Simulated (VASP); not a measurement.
# Ba (I4/mmm) in VASP: further runs

The runs below take Ba through single point, with PBEsol.

Program: VASP 6.6.1. These are calculated values, not measurements. Logs are shortened: lines on timing, memory, paths and dates and some standing lists are left out, and cuts for length are marked.

### Step 1. The cell of the first run

Symmetry: I4/mmm, No. 139, tetragonal system. Conventional cell: a = 5.000 Å, b = 5.000 Å, c = 5.050 Å, α = 90.00°, β = 90.00°, γ = 90.00°. Ba (site symmetry 4/mmm) has 14 Ba at 4.34 to 5.05 Å within 5.7 Å.

### Step 2. Single point, PBEsol (strain +0.0100 x Voigt [1, 0, 0, 0, 0, 0])

INCAR reads:

```
PREC = Accurate
ENCUT = 520
EDIFF = 1E-7
ISMEAR = 0
SIGMA = 0.15
LREAL = False
LASPH = True
NELM = 100
ALGO = Fast
ISIF = 2
LWAVE = False
LCHARG = False
GGA = PS
NBANDS = 11
```

KPOINTS reads:

```
regular mesh
0
Gamma
  14 14 14
```

POSCAR reads:

```
Ba
1.0
   -2.5250000000      2.5000000000      2.5000000000
    2.5250000000     -2.5000000000      2.5000000000
    2.5250000000      2.5000000000     -2.5000000000
Ba
1
Direct
    0.0000000000      0.0000000000      0.0000000000
```

Potentials or basis: VASP PAW PBE potentials, release 64 (Ba_sv).

Started as:

```bash
$ cat potpaw_PBE.64/Ba_sv/POTCAR > POTCAR
$ mpirun -np 1 vasp_std > vasp.out
```

OUTCAR:

```text
PREC = Accurate
   ENCUT = 520
   EDIFF = 1E-7
   ISMEAR = 0
   LREAL = False
   LASPH = True
   NELM = 100
   ISIF = 2
   GGA = PS

 ion  position               nearest neighbor table
   1  0.000  0.000  0.000-

  LATTYP: Found a body centered tetragonal cell.
 ALAT       =     5.0000000000
 C/A-ratio  =     1.0100000000

  Lattice vectors:

 A1 = (  -2.5250000000,   2.5000000000,  -2.5000000000)
 A2 = (  -2.5250000000,  -2.5000000000,   2.5000000000)
 A3 = (   2.5250000000,   2.5000000000,   2.5000000000)

Analysis of symmetry for initial positions (statically):
=====================================================================
 Subroutine PRICEL returns:
 Original cell was already a primitive cell.

 Routine SETGRP: Setting up the symmetry group for a
 body centered tetragonal supercell.

 Subroutine GETGRP returns: Found 16 space group operations
 (whereof 16 operations were pure point group operations)
 out of a pool of 16 trial point group operations.

The static configuration has the point symmetry D_4h.

Analysis of symmetry for dynamics (positions and initial velocities):
=====================================================================
 Subroutine PRICEL returns:
 Original cell was already a primitive cell.

 Routine SETGRP: Setting up the symmetry group for a
 body centered tetragonal supercell.

 Subroutine GETGRP returns: Found 16 space group operations
 (whereof 16 operations were pure point group operations)
 out of a pool of 16 trial point group operations.

The dynamic configuration has the point symmetry D_4h.

 Subroutine INISYM returns: Found 16 space group operations
 (whereof 16 operations are pure point group operations),
 and found     1 'primitive' translations

----------------------------------------------------------------------------------------

                                     Primitive cell

  volume of cell :      63.1250

  direct lattice vectors                    reciprocal lattice vectors
    -2.525000000  2.500000000  2.500000000     0.000000000  0.200000000  0.200000000
     2.525000000 -2.500000000  2.500000000     0.198019802  0.000000000  0.200000000
     2.525000000  2.500000000 -2.500000000     0.198019802  0.200000000  0.000000000

  length of vectors
     4.344608728  4.344608728  4.344608728     0.282842712  0.281445984  0.281445984

  position of ions in fractional coordinates (direct lattice)
     0.000000000  0.000000000  0.000000000

  ion indices of the primitive-cell ions
   primitive index   ion index
                 1           1

----------------------------------------------------------------------------------------

 KPOINTS: regular mesh

Automatic generation of k-mesh.
 Grid dimensions read from file:
 generate k-points for:   14   14   14

 Generating k-lattice:

  Cartesian coordinates                     Fractional coordinates (reciprocal lattice)
     0.000000000  0.014285714  0.014285714     0.071428571  0.000000000  0.000000000
     0.014144272  0.000000000  0.014285714     0.000000000  0.071428571  0.000000000
     0.014144272  0.014285714  0.000000000     0.000000000  0.000000000  0.071428571

  Length of vectors
     0.020203051  0.020103285  0.020103285

  Shift w.r.t. Gamma in fractional coordinates (k-lattice)
     0.000000000  0.000000000  0.000000000

 Subroutine IBZKPT returns following result:
 ===========================================

 Found    244 irreducible k-points:

 Following reciprocal coordinates:
            Coordinates               Weight
  0.000000  0.000000  0.000000      1.000000
  0.071429  0.000000  0.000000      4.000000
  0.142857  0.000000  0.000000      4.000000
  0.214286  0.000000  0.000000      4.000000
  0.285714  0.000000  0.000000      4.000000
  0.357143  0.000000  0.000000      4.000000
[... 16 lines left out ...]
 -0.071429  0.142857  0.000000      8.000000
  0.000000  0.214286 -0.000000      8.000000
 [... further k-points ...]
   k-points           NKPTS =    244   k-points in BZ     NKDIM =    244   number of bands    NBANDS=     11
   number of dos      NEDOS =    301   number of ions     NIONS =      1
   total plane-waves  NPLWV =  32768
   dimension x,y,z NGX =    32 NGY =   32 NGZ =   32
   dimension x,y,z NGXF=    64 NGYF=   64 NGZF=   64
   ions per type =               1
   NGX,Y,Z   is equivalent  to a cutoff of  12.24, 12.24, 12.24 a.u.
   NGXF,Y,Z  is equivalent  to a cutoff of  24.49, 24.49, 24.49 a.u.
 SYSTEM =  unknown system
   PREC   = accura    normal or accurate (medium, high low for compatibility)
   ISTART =      0    job   : 0-new  1-cont  2-samecut
   ICHARG =      2    charge: 1-file 2-atom 10-const
   ISPIN  =      1    spin polarized calculation?
   LNONCOLLINEAR =      F non collinear calculations
   LSORBIT =      F    spin-orbit coupling
   LASPH  =      T    aspherical Exc in radial PAW
   ENCUT  =  520.0 eV  38.22 Ry    6.18 a.u.   8.08  8.08  8.08*2*pi/ulx,y,z
   NELM   =    100;   NELMIN=  2; NELMDL= -5     # of ELM steps
   EDIFF  = 0.1E-06   stopping-criterion for ELM
   LREAL  =      F    real-space projection
   EDIFFG = 0.1E-05   stopping-criterion for IOM
   NSW    =      0    number of steps for IOM
   IBRION =     -1    ionic relax: 0-MD 1-quasi-New 2-CG
   NFREE  =      0    steps in history (QN), initial steepest desc. (CG)
   ISIF   =      2    stress and relaxation
   ISYM   =      2    0-nonsym 1-usesym 2-fastsym
   POTIM  = 0.5000    time-step for ionic-motion
   TEBEG  =    0.0;   TEEND  =   0.0 temperature during run
   PSTRESS=    0.0 pullay stress
   NELECT =      10.0000    total number of electrons
   NUPDOWN=      -1.0000    fix difference up-down
   EMIN   =  10.00;   EMAX   =-10.00  energy-range for DOS
   EFERMI =   0.00;   METHOD = LEGACY
   ISMEAR =     0;   SIGMA  =   0.15  broadening in eV -4-tet -1-fermi 0-gaus
   EFERMI_NEDOS =   21; number of points for ismear=-14 and -15
   IALGO  =     68    algorithm
   IMIX   =      4    mixing-type and parameters
     AMIX     =   0.40;   BMIX     =  1.00
     AMIX_MAG =   1.60;   BMIX_MAG =  1.00
  volume/ion in A,a.u.               =      63.12       425.99
  Fermi-wavevector in a.u.,A,eV,Ry     =   0.885811  1.673940 10.675961  0.784661
  Thomas-Fermi vector in A             =   2.006894
   LORBIT       =      0    0 simple, 1 ext, 2 COOP (PROOUT), +10 PAW based schemes
   GGA     = PS    functional components
   LHFCALC =     F    Hartree Fock is set to
   AEXX    =    0.0000 exact exchange contribution
   IVDW    =     0    specifies the selected vdW correction
   LEPSILON=     F    determine dielectric tensor
   LRPA    =     F    only Hartree local field effects (RPA)
 non-spin polarized calculation
 RMM-DIIS sequential band-by-band and
 Gauss-broadening in eV      SIGMA  =   0.15
  energy-cutoff  :      520.00
  volume of cell :       63.12
 maximum number of plane-waves:      1721
   NGX = 17   NGY = 17   NGZ = 17

 number of electron      10.0000000 magnetization

 Free energy of the ion-electron system (eV)
  ---------------------------------------------------
  ext. energy  EPLUGINS =         0.00000000
  ---------------------------------------------------
  free energy    TOTEN  =        -2.14647836 eV

  energy without entropy =       -2.13287993  energy(sigma->0) =       -2.13967915

 E-fermi :   1.5249     XC(G=0):  -7.4998

 val. band max:        1.5207994878   @ k =   0.3571   0.2857  -0.0000
 cond. band min:       1.5280038743   @ k =   0.2857   0.3571  -0.0000
 fundamental gap:      0.0072043865
 Fermi energy:         1.5248687714

 k-point     1 :       0.0000    0.0000    0.0000
  band No.  band energies     occupation
      1     -27.3321      2.00000
      2     -12.2643      2.00000
      3     -12.2639      2.00000
      4     -12.2639      2.00000
      5      -1.2379      2.00000
      6       3.3195      0.00000
      7       3.3195      0.00000
      8       3.3791      0.00000
      9       4.7269      0.00000
     10       4.8141      0.00000
     11       8.4118      0.00000

 k-point     2 :       0.0714    0.0000    0.0000
  band No.  band energies     occupation
      1     -27.3299      2.00000
      2     -12.2886      2.00000
      3     -12.2720      2.00000
      4     -12.2642      2.00000
      5      -1.1411      2.00000
      6       3.2381      0.00000
      7       3.3370      0.00000
      8       3.4176      0.00000
      9       4.6762      0.00000
     10       4.7227      0.00000
     11       8.6010      0.00000

 k-point     3 :       0.1429    0.0000    0.0000
  band No.  band energies     occupation
      1     -27.3239      2.00000
      2     -12.3566      2.00000
      3     -12.2935      2.00000
      4     -12.2649      2.00000
      5      -0.8644      2.00000
      6       3.0311      0.00000
      7       3.1595      0.00000
      8       3.7085      0.00000
      9       4.4939      0.00000
     10       4.7253      0.00000
     11       8.8749      0.00000

 k-point     4 :       0.2143    0.0000    0.0000
  band No.  band energies     occupation
      1     -27.3152      2.00000
      2     -12.4521      2.00000
      3     -12.3242      2.00000
      4     -12.2660      2.00000
      5      -0.4520      2.00000
      6       2.7733      0.00000
      7       2.8490      0.00000
      8       4.1811      0.00000
      9       4.5026      0.00000
     10       4.7667      0.00000
     11       8.9621      0.00000
[... 239 lines left out ...]
 k-point    22 :       0.4286    0.1429    0.0000
  band No.  band energies     occupation
      1     -27.2866      2.00000
      2     -12.6969      2.00000
      3     -12.4459      2.00000
      4     -12.2989      2.00000
      5       0.9099      2.00000
      6       2.1675      0.00000
      7       2.5601      0.00000
      8       4.6075      0.00000
      9       5.3997      0.00000
     10       7.0008      0.00000
     11       7.2563      0.00000

 k-point    23 :      -0.0714    0.1429    0.0000
  band No.  band energies     occupation
      1     -27.3259      2.00000
      2     -12.3354      2.00000
      3     -12.2797      2.00000
      4     -12.2698      2.00000
      5      -0.9578      2.00000
      6       3.1520      0.00000
      7       3.1539      0.00000
      8       3.6547      0.00000
      9       4.4087      0.00000
     10       4.8269      0.00000
     11       8.7162      0.00000

 k-point    24 :       0.0000    0.2143   -0.0000
  band No.  band energies     occupation
      1     -27.3153      2.00000
      2     -12.4526      2.00000
      3     -12.3224      2.00000
      4     -12.2648      2.00000
      5      -0.4602      2.00000
      6       2.8201      0.00000
      7       2.8231      0.00000
      8       4.2052      0.00000
      9       4.4324      0.00000
     10       4.8009      0.00000
     11       8.9181      0.00000

 [... further k-points ...]
[... 5 lines left out ...]
  --------------------------------------------------------------------------------------
  -------------------------------------------------------------------------------------
  Total       -0.2542814     -0.2378952     -0.2378952     -0.0000000      0.0000000      0.0000000
  in kB       -6.4539225     -6.0380246     -6.0380246     -0.0000000      0.0000000      0.0000000
  external PRESSURE =      -6.1766572 kB  Pullay stress =       0.0000000 kB

 VOLUME and BASIS-vectors are now :
 -----------------------------------------------------------------------------
  energy-cutoff  :      520.00
  volume of cell :       63.12
      direct lattice vectors                 reciprocal lattice vectors
    -2.525000000  2.500000000  2.500000000     0.000000000  0.200000000  0.200000000
     2.525000000 -2.500000000  2.500000000     0.198019802  0.000000000  0.200000000
     2.525000000  2.500000000 -2.500000000     0.198019802  0.200000000  0.000000000

 POSITION                                       TOTAL-FORCE (eV/Angst)
 -----------------------------------------------------------------------------------
      0.00000      0.00000      0.00000        -0.000000     -0.000000      0.000000
 -----------------------------------------------------------------------------------
    total drift:                               -0.000000      0.000000     -0.000000

  FREE ENERGIE OF THE ION-ELECTRON SYSTEM (eV)
  ---------------------------------------------------
  free  energy   TOTEN  =        -2.1464783605 eV

  energy  without entropy=       -2.1328799327  energy(sigma->0) =       -2.13967915
```

It took 40 s on 1 thread of Intel Xeon 6975P-C (Granite Rapids), shared host; peak memory 0.3 GiB.

What came out:

| Item | Value |
| --- | --- |
| Free energy | -2.1465 eV |
| Pressure | -0.6 GPa |
| Band gap on the k mesh | zero (band 5 reaches 1.95 eV, above the bottom of band 6 at 1.00 eV) |

Caveat: the cell differs from its parent crystal (strain +0.0100 x Voigt [1, 0, 0, 0, 0, 0]); the PAW data sets were made with another functional, which shifts forces and pressure a little; spin-orbit coupling is left out, which moves the levels of the heavy elements.

### Step 3. Single point, PBEsol (strain +0.0200 x Voigt [1, 0, 0, 0, 0, 0])

INCAR reads:

```
SYSTEM = Ba
ALGO = Fast
EDIFF = 1E-6
ENCUT = 520
GGA = PS
ISIF = 2
ISMEAR = 0
LASPH = .TRUE.
LCHARG = .FALSE.
LREAL = .FALSE.
LWAVE = .FALSE.
NBANDS = 11
NELM = 80
PREC = Accurate
SIGMA = 0.15
```

KPOINTS reads:

```
k-points
0
G
  14 14 14
  0 0 0
```

POSCAR reads:

```
Ba
1.0
   -2.5500000000      2.5000000000      2.5000000000
    2.5500000000     -2.5000000000      2.5000000000
    2.5500000000      2.5000000000     -2.5000000000
Ba
1
Direct
    0.0000000000      0.0000000000      0.0000000000
```

Potentials or basis: VASP PAW PBE potentials, release 64 (Ba_sv).

Started as:

```bash
$ cat potpaw_PBE.64/Ba_sv/POTCAR > POTCAR
$ mpirun -np 1 vasp_std > vasp.out
```

It took 43 s on 1 thread of Intel Xeon 6975P-C (Granite Rapids), shared host; peak memory 0.3 GiB.

The run converged. Its results:

- Free energy: -2.1438 eV
- Pressure: -0.7 GPa
- Band gap on the k mesh: zero (band 5 reaches 1.92 eV, above the bottom of band 6 at 0.99 eV)

Stress tensor (GPa, compression positive):
```
-0.74  0.00  0.00
 0.00 -0.66  0.00
 0.00  0.00 -0.66
```

Levels at points of the mesh, in eV from the Fermi level:
| k point | band 3 | band 4 | band 5 | band 6 | band 7 | band 8 |
| --- | --- | --- | --- | --- | --- | --- |
| (0.00, 0.00, 0.00) | -13.81 | -13.81 | -2.76 | 1.76 | 1.76 | 1.88 |
| (0.50, 0.00, 0.00) | -13.96 | -13.82 | -0.88 | 0.60 | 1.27 | 3.27 |
| (0.00, 0.50, 0.00) | -13.95 | -13.81 | -0.90 | 0.72 | 1.21 | 3.10 |
| (0.50, 0.50, 0.50) | -14.12 | -14.12 | -0.53 | -0.50 | 4.14 | 4.36 |

Caveat: the cell differs from its parent crystal (strain +0.0200 x Voigt [1, 0, 0, 0, 0, 0]); the PAW data sets were made with another functional, which shifts forces and pressure a little; spin-orbit coupling is left out, which moves the levels of the heavy elements.

### Step 4. Single point, PBEsol (strain +0.0300 x Voigt [1, 0, 0, 0, 0, 0])

INCAR reads:

```
PREC = Accurate
ENCUT = 520
EDIFF = 1E-6
ISMEAR = 0
SIGMA = 0.15
LREAL = False
LASPH = True
NELM = 100
ALGO = Fast
ISIF = 2
LWAVE = False
LCHARG = True
GGA = PS
LELF = True
LVHAR = True
NBANDS = 11
```

KPOINTS reads:

```
regular mesh
0
Gamma
  14 14 14
```

POSCAR reads:

```
Ba
1.0
   -2.5750000000      2.5000000000      2.5000000000
    2.5750000000     -2.5000000000      2.5000000000
    2.5750000000      2.5000000000     -2.5000000000
Ba
1
Direct
    0.0000000000      0.0000000000      0.0000000000
```

Started as:

```bash
$ cat potpaw_PBE.64/Ba_sv/POTCAR > POTCAR
$ mpirun -np 1 vasp_std > vasp.out
```

Wall time 75 s (1 thread of Intel Xeon 6975P-C (Granite Rapids), shared host); peak memory 0.33 GiB.

The run converged. Its results:

```yaml
Free_energy: -2.1407 eV
Pressure: -0.8 GPa
Band_gap_on_the_k_mesh: zero (band 5 reaches 1.89 eV, above the bottom of band 6 at 0.98 eV)
```

Stress tensor (GPa, compression positive):
```
-0.83  0.00  0.00
 0.00 -0.72  0.00
 0.00  0.00 -0.72
```

Levels at points of the mesh, in eV from the Fermi level:
```
           k point  band 1  band 2  band 3  band 4  band 5  band 6  band 7  band 8  band 9  band 10
(0.00, 0.00, 0.00)  -28.89  -13.84  -13.84  -13.84   -2.75    1.74    1.74    1.91    3.07     3.32
(0.50, 0.00, 0.00)  -28.85  -14.27  -13.98  -13.85   -0.88    0.56    1.26    3.29    3.81     5.16
(0.00, 0.50, 0.00)  -28.85  -14.27  -13.97  -13.84   -0.90    0.74    1.17    3.04    3.71     5.11
(0.50, 0.50, 0.50)  -28.82  -14.16  -14.13  -14.13   -0.53   -0.48    4.02    4.34    4.35     4.64
```

Caveat: the cell differs from its parent crystal (strain +0.0300 x Voigt [1, 0, 0, 0, 0, 0]); the PAW data sets were made with another functional, which shifts forces and pressure a little; spin-orbit coupling is left out, which moves the levels of the heavy elements.

[end of part 1 of 2]
